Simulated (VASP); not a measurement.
**Nb: single point with PBEsol**

Crystal: Nb.

```
CELL_PARAMETERS angstrom
0.00000 2.09723 2.09723
2.09723 0.00000 2.09723
2.09723 2.09723 0.00000
ATOMIC_POSITIONS crystal
Nb 0.00000 0.00000 0.00000
```

This cell differs from its parent crystal: volume scaled by 0.975.

- Program: VASP 6.6.1
- Task: single point
- Functional: PBEsol
- Potentials or basis: VASP PAW PBE potentials, release 64 (Nb_sv)
- Cutoff: 520 eV
- k mesh: 13 × 13 × 13
- Occupations: fermi-dirac, width 0.08 eV
- Spin: no spin polarisation
- Dipole correction: no
- Further INCAR settings: ALGO = Normal; EDIFF = 1e-07; NBANDS = 12

| Property | Result |
| --- | --- |
| Pressure | -2.9 GPa |

Levels at points of the mesh, in eV from the Fermi level:
```tsv
k point	band 4	band 5	band 6	band 7	band 8	band 9
(0.00, 0.00, 0.00)	-30.03	-6.28	0.11	0.11	0.11	2.76
```

It took 24 s on 1 thread of Intel Xeon 8259CL (shared host), peak memory 0.15 GiB.

Caveat: the PAW data sets were made with another functional, which shifts forces and pressure a little.
